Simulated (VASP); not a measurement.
# Hg (P-1) in VASP: single point with PBEsol

Aim: the single point of Hg with PBEsol.

All numbers are computed with VASP 6.6.1; they aren't measurements. Logs are shortened: lines on timing, memory, paths and dates and some standing lists are left out, and cuts for length are marked.

### 1 The cell of the first run

The typed cell holds 1 atom: a = 3.225 Å, b = 3.228 Å, c = 8.798 Å, α = 79.85°, β = 89.94°, γ = 60.04°.

### 2 Single point, PBEsol

Contents of INCAR:

```
ALGO = Normal
EDIFF = 1E-7
ENCUT = 520
GGA = PS
ISIF = 2
ISMEAR = 0
LASPH = T
LCHARG = F
LREAL = F
LWAVE = F
NBANDS = 12
NELM = 60
PREC = Accurate
SIGMA = 0.05
```

Contents of KPOINTS:

```
k-points
0
Gamma
  10 10 4
```

Contents of POSCAR:

```
Hg
1.0
    3.2249965145      0.0006280071     -0.0000002152
    1.6115046936      2.7969417238      0.0000028781
    0.0087092224      1.7844333922      8.6146705231
Hg
1
Direct
    0.5000000000      0.0000000000      0.0000000000
```

Potentials or basis: VASP PAW PBE potentials, release 64 (Hg).

The run is started by

```console
> cat potpaw_PBE.64/Hg/POTCAR > POTCAR
> mpirun -np 1 vasp_std > vasp.out
```

OUTCAR:

```text
EDIFF = 1E-7
   ENCUT = 520
   GGA = PS
   ISIF = 2
   ISMEAR = 0
   LASPH = T
   LREAL = F
   NELM = 60
   PREC = Accurate

 ion  position               nearest neighbor table
   1  0.500  0.000  0.000-

  LATTYP: Found a triclinic cell.
 ALAT       =     5.5873196020
 B/A-ratio  =     0.5771992306
 C/A-ratio  =     2.0299696579
 COS(alpha) =     0.0007192842
 COS(beta)  =     0.3262035794
 COS(gamma) =     0.8657184902

  Lattice vectors:

 A1 = (  -4.8365012081,  -2.7975697309,  -0.0000026629)
 A2 = (  -3.2249965145,  -0.0006280071,   0.0000002152)
 A3 = (  -0.0067220951,  -7.3776888327,  -8.6146764945)

Analysis of symmetry for initial positions (statically):
=====================================================================
 Subroutine PRICEL returns:
 Original cell was already a primitive cell.

 Routine SETGRP: Setting up the symmetry group for a
 triclinic supercell.

 Subroutine GETGRP returns: Found  2 space group operations
 (whereof  2 operations were pure point group operations)
 out of a pool of  2 trial point group operations.

The static configuration has the point symmetry S_2 .

Analysis of symmetry for dynamics (positions and initial velocities):
=====================================================================
 Subroutine PRICEL returns:
 Original cell was already a primitive cell.

 Routine SETGRP: Setting up the symmetry group for a
 triclinic supercell.

 Subroutine GETGRP returns: Found  2 space group operations
 (whereof  2 operations were pure point group operations)
 out of a pool of  2 trial point group operations.

The dynamic configuration has the point symmetry S_2 .

 Subroutine INISYM returns: Found  2 space group operations
 (whereof  2 operations are pure point group operations),
 and found     1 'primitive' translations

----------------------------------------------------------------------------------------

                                     Primitive cell

  volume of cell :      77.6967

  direct lattice vectors                    reciprocal lattice vectors
     3.224996514  0.000628007 -0.000000215     0.310112651 -0.178676622  0.036697363
     1.611504694  2.796941724  0.000002878    -0.000069636  0.357573568 -0.074067326
     0.008709222  1.784433392  8.614670523     0.000000008 -0.000000124  0.116081076

  length of vectors
     3.224996576  3.227976206  8.797546624     0.359780333  0.365164114  0.116081076

  position of ions in fractional coordinates (direct lattice)
     0.500000000  1.000000000  0.000000000

  ion indices of the primitive-cell ions
   primitive index   ion index
                 1           1

----------------------------------------------------------------------------------------

 KPOINTS: k-points

Automatic generation of k-mesh.
 Grid dimensions read from file:
 generate k-points for:   10   10    4

 Generating k-lattice:

  Cartesian coordinates                     Fractional coordinates (reciprocal lattice)
     0.031011265 -0.017867662  0.003669736     0.100000000  0.000000000  0.000000000
    -0.000006964  0.035757357 -0.007406733    -0.000000000  0.100000000 -0.000000000
     0.000000002 -0.000000031  0.029020269     0.000000000 -0.000000000  0.250000000

  Length of vectors
     0.035978033  0.036516411  0.029020269

  Shift w.r.t. Gamma in fractional coordinates (k-lattice)
     0.000000000  0.000000000  0.000000000

 Subroutine IBZKPT returns following result:
 ===========================================

 Found    204 irreducible k-points:

 Following reciprocal coordinates:
            Coordinates               Weight
  0.000000  0.000000  0.000000      1.000000
  0.100000  0.000000  0.000000      2.000000
  0.200000  0.000000  0.000000      2.000000
  0.300000  0.000000 -0.000000      2.000000
  0.400000  0.000000  0.000000      2.000000
  0.500000  0.000000 -0.000000      1.000000
[... 16 lines left out ...]
 -0.400000  0.200000  0.000000      2.000000
 -0.300000  0.200000  0.000000      2.000000
 [... further k-points ...]
   k-points           NKPTS =    204   k-points in BZ     NKDIM =    204   number of bands    NBANDS=     12
   number of dos      NEDOS =    301   number of ions     NIONS =      1
   total plane-waves  NPLWV =  40320
   dimension x,y,z NGX =    24 NGY =   24 NGZ =   70
   dimension x,y,z NGXF=    48 NGYF=   48 NGZF=  140
   ions per type =               1
   NGX,Y,Z   is equivalent  to a cutoff of  12.37, 12.36, 13.23 a.u.
   NGXF,Y,Z  is equivalent  to a cutoff of  24.74, 24.72, 26.46 a.u.
 SYSTEM =  unknown system
   PREC   = accura    normal or accurate (medium, high low for compatibility)
   ISTART =      0    job   : 0-new  1-cont  2-samecut
   ICHARG =      2    charge: 1-file 2-atom 10-const
   ISPIN  =      1    spin polarized calculation?
   LNONCOLLINEAR =      F non collinear calculations
   LSORBIT =      F    spin-orbit coupling
   LASPH  =      T    aspherical Exc in radial PAW
   ENCUT  =  520.0 eV  38.22 Ry    6.18 a.u.   6.00  6.00 16.36*2*pi/ulx,y,z
   NELM   =     60;   NELMIN=  2; NELMDL= -5     # of ELM steps
   EDIFF  = 0.1E-06   stopping-criterion for ELM
   LREAL  =      F    real-space projection
   EDIFFG = 0.1E-05   stopping-criterion for IOM
   NSW    =      0    number of steps for IOM
   IBRION =     -1    ionic relax: 0-MD 1-quasi-New 2-CG
   NFREE  =      0    steps in history (QN), initial steepest desc. (CG)
   ISIF   =      2    stress and relaxation
   ISYM   =      2    0-nonsym 1-usesym 2-fastsym
   POTIM  = 0.5000    time-step for ionic-motion
   TEBEG  =    0.0;   TEEND  =   0.0 temperature during run
   PSTRESS=    0.0 pullay stress
   NELECT =      12.0000    total number of electrons
   NUPDOWN=      -1.0000    fix difference up-down
   EMIN   =  10.00;   EMAX   =-10.00  energy-range for DOS
   EFERMI =   0.00;   METHOD = LEGACY
   ISMEAR =     0;   SIGMA  =   0.05  broadening in eV -4-tet -1-fermi 0-gaus
   EFERMI_NEDOS =   21; number of points for ismear=-14 and -15
   IALGO  =     38    algorithm
   IMIX   =      4    mixing-type and parameters
     AMIX     =   0.40;   BMIX     =  1.00
     AMIX_MAG =   1.60;   BMIX_MAG =  1.00
  volume/ion in A,a.u.               =      77.70       524.32
  Fermi-wavevector in a.u.,A,eV,Ry     =   0.878350  1.659841 10.496884  0.771499
  Thomas-Fermi vector in A             =   1.998425
   LORBIT       =      0    0 simple, 1 ext, 2 COOP (PROOUT), +10 PAW based schemes
   GGA     = PS    functional components
   LHFCALC =     F    Hartree Fock is set to
   AEXX    =    0.0000 exact exchange contribution
   IVDW    =     0    specifies the selected vdW correction
   LEPSILON=     F    determine dielectric tensor
   LRPA    =     F    only Hartree local field effects (RPA)
 non-spin polarized calculation
 Gauss-broadening in eV      SIGMA  =   0.05
  energy-cutoff  :      520.00
  volume of cell :       77.70
 maximum number of plane-waves:      2119
   NGX = 11   NGY = 13   NGZ = 33

 number of electron      12.0000000 magnetization

 Free energy of the ion-electron system (eV)
  ---------------------------------------------------
  ext. energy  EPLUGINS =         0.00000000
  ---------------------------------------------------
  free energy    TOTEN  =        -0.28462419 eV

  energy without entropy =       -0.28462419  energy(sigma->0) =       -0.28462419

 E-fermi :  -2.2629     XC(G=0):  -4.6986

 val. band max:       -2.4832079792   @ k =  -0.4000   0.3000   0.5000
 cond. band min:      -1.7189858185   @ k =  -0.0000   0.5000   0.5000
 fundamental gap:      0.7642221607
 Fermi energy:        -2.2628516241

 k-point     1 :       0.0000    0.0000    0.0000
  band No.  band energies     occupation
      1      -9.3907      2.00000
      2      -8.4039      2.00000
      3      -8.3965      2.00000
      4      -7.7789      2.00000
      5      -7.7774      2.00000
      6      -7.5616      2.00000
      7      -1.4512      0.00000
      8       1.4818      0.00000
      9       5.6836      0.00000
     10       6.8546      0.00000
     11      12.5468      0.00000
     12      12.5933      0.00000

 k-point     2 :       0.1000    0.0000    0.0000
  band No.  band energies     occupation
      1      -9.2156      2.00000
      2      -8.4342      2.00000
      3      -8.3104      2.00000
      4      -7.8684      2.00000
      5      -7.7940      2.00000
      6      -7.4724      2.00000
      7      -1.1857      0.00000
      8       1.6732      0.00000
      9       5.8490      0.00000
     10       7.0704      0.00000
     11      10.3493      0.00000
     12      11.7447      0.00000

 k-point     3 :       0.2000    0.0000    0.0000
  band No.  band energies     occupation
      1      -8.9195      2.00000
      2      -8.3997      2.00000
      3      -8.0858      2.00000
      4      -8.0627      2.00000
      5      -7.8344      2.00000
      6      -7.1026      2.00000
      7      -0.4435      0.00000
      8       2.2497      0.00000
      9       6.3234      0.00000
     10       6.8765      0.00000
     11       7.7536      0.00000
     12      10.2252      0.00000

 k-point     4 :       0.3000    0.0000   -0.0000
  band No.  band energies     occupation
      1      -8.9639      2.00000
      2      -8.3239      2.00000
      3      -8.1179      2.00000
      4      -7.8839      2.00000
      5      -7.7358      2.00000
      6      -6.1430      2.00000
      7       0.6604      0.00000
      8       3.1961      0.00000
      9       3.5616      0.00000
     10       7.0507      0.00000
     11       8.6980      0.00000
     12       8.8293      0.00000

 k-point     5 :       0.4000    0.0000    0.0000
  band No.  band energies     occupation
      1      -9.0872      2.00000
      2      -8.4976      2.00000
      3      -7.9372      2.00000
      4      -7.9236      2.00000
      5      -7.4517      2.00000
      6      -4.5040      2.00000
      7       0.5025      0.00000
      8       1.9665      0.00000
      9       4.5771      0.00000
     10       6.6923      0.00000
     11       7.8623      0.00000
     12       8.4347      0.00000
[... 228 lines left out ...]
      1      -8.6120      2.00000
      2      -8.3730      2.00000
      3      -8.3574      2.00000
      4      -7.9832      2.00000
      5      -7.7438      2.00000
      6      -5.3749      2.00000
      7       1.3166      0.00000
      8       3.2020      0.00000
      9       3.7620      0.00000
     10       5.4543      0.00000
     11       7.9274      0.00000
     12       8.8821      0.00000

 k-point    22 :       0.5000    0.2000   -0.0000
  band No.  band energies     occupation
      1      -8.6722      2.00000
      2      -8.4379      2.00000
      3      -8.0888      2.00000
      4      -8.0773      2.00000
      5      -7.7208      2.00000
      6      -3.8045      2.00000
      7       0.9725      0.00000
      8       2.6088      0.00000
      9       4.1130      0.00000
     10       5.0707      0.00000
     11       7.1405      0.00000
     12       8.9014      0.00000

 k-point    23 :      -0.4000    0.2000    0.0000
  band No.  band energies     occupation
      1      -8.7087      2.00000
      2      -8.4623      2.00000
      3      -8.1174      2.00000
      4      -7.9014      2.00000
      5      -7.7710      2.00000
      6      -2.5081      2.00000
      7      -0.6108      0.00000
      8       3.4548      0.00000
      9       3.7010      0.00000
     10       5.9987      0.00000
     11       6.8064      0.00000
     12       7.3285      0.00000

 k-point    24 :      -0.3000    0.2000    0.0000
  band No.  band energies     occupation
      1      -8.6716      2.00000
      2      -8.4363      2.00000
      3      -8.0886      2.00000
      4      -8.0779      2.00000
      5      -7.7230      2.00000
      6      -3.8145      2.00000
      7       0.9854      0.00000
      8       2.5461      0.00000
      9       4.1080      0.00000
     10       5.3519      0.00000
     11       7.1804      0.00000
     12       8.4663      0.00000

 [... further k-points ...]
[... 5 lines left out ...]
  --------------------------------------------------------------------------------------
  -------------------------------------------------------------------------------------
  Total        0.0403478      0.0364751     -0.0153765      0.0002541     -0.0000488     -0.0000059
  in kB        0.8320095      0.7521495     -0.3170780      0.0052389     -0.0010063     -0.0001226
  external PRESSURE =       0.4223604 kB  Pullay stress =       0.0000000 kB

 VOLUME and BASIS-vectors are now :
 -----------------------------------------------------------------------------
  energy-cutoff  :      520.00
  volume of cell :       77.70
      direct lattice vectors                 reciprocal lattice vectors
     3.224996514  0.000628007 -0.000000215     0.310112651 -0.178676622  0.036697363
     1.611504694  2.796941724  0.000002878    -0.000069636  0.357573568 -0.074067326
     0.008709222  1.784433392  8.614670523     0.000000008 -0.000000124  0.116081076

 POSITION                                       TOTAL-FORCE (eV/Angst)
 -----------------------------------------------------------------------------------
      1.61250      0.00031     -0.00000        -0.000000      0.000000     -0.000000
 -----------------------------------------------------------------------------------
    total drift:                                0.000000     -0.000000     -0.000000

  FREE ENERGIE OF THE ION-ELECTRON SYSTEM (eV)
  ---------------------------------------------------
  free  energy   TOTEN  =        -0.2846241915 eV

  energy  without entropy=       -0.2846241915  energy(sigma->0) =       -0.28462419
```

Run time: 2.9 min. Hardware: 1 thread of Oxide Virtual Turin-like, shared host; peak memory 0.29 GiB.

Results:

```
Free energy            : -0.2846 eV
Pressure               : 0.0 GPa
Band gap on the k mesh : 0.76 eV (least direct gap 1.03 eV)
```

Levels at points of the mesh, in eV from the valence-band top:
| k point | band 3 | band 4 | band 5 | band 6 | band 7 | band 8 | band 9 | band 10 |
| --- | --- | --- | --- | --- | --- | --- | --- | --- |
| (0.00, 0.00, 0.00) | -5.91 | -5.30 | -5.29 | -5.08 | 1.03 | 3.96 | 8.17 | 9.34 |
| (0.50, 0.00, 0.00) | -5.46 | -5.40 | -4.85 | -0.26 | 0.77 | 5.31 | 8.00 | 8.77 |
| (0.00, 0.50, 0.00) | -5.45 | -5.40 | -4.86 | -0.27 | 0.77 | 5.26 | 7.77 | 9.18 |
| (0.50, 0.50, 0.00) | -5.46 | -5.40 | -4.85 | -0.26 | 0.77 | 5.31 | 8.00 | 8.78 |
| (0.00, 0.00, 0.50) | -5.91 | -5.30 | -5.29 | -5.08 | 0.92 | 5.10 | 5.70 | 12.72 |
| (0.50, 0.00, 0.50) | -5.46 | -5.40 | -4.85 | -0.26 | 0.77 | 5.26 | 7.75 | 9.26 |
| (0.00, 0.50, 0.50) | -5.45 | -5.40 | -4.86 | -0.27 | 0.76 | 5.29 | 7.96 | 8.81 |
| (0.50, 0.50, 0.50) | -5.46 | -5.40 | -4.85 | -0.26 | 0.77 | 5.26 | 7.76 | 9.26 |

Caveat: the PAW data sets were made with another functional, which shifts forces and pressure a little; spin-orbit coupling is left out, which moves the levels of the heavy elements.
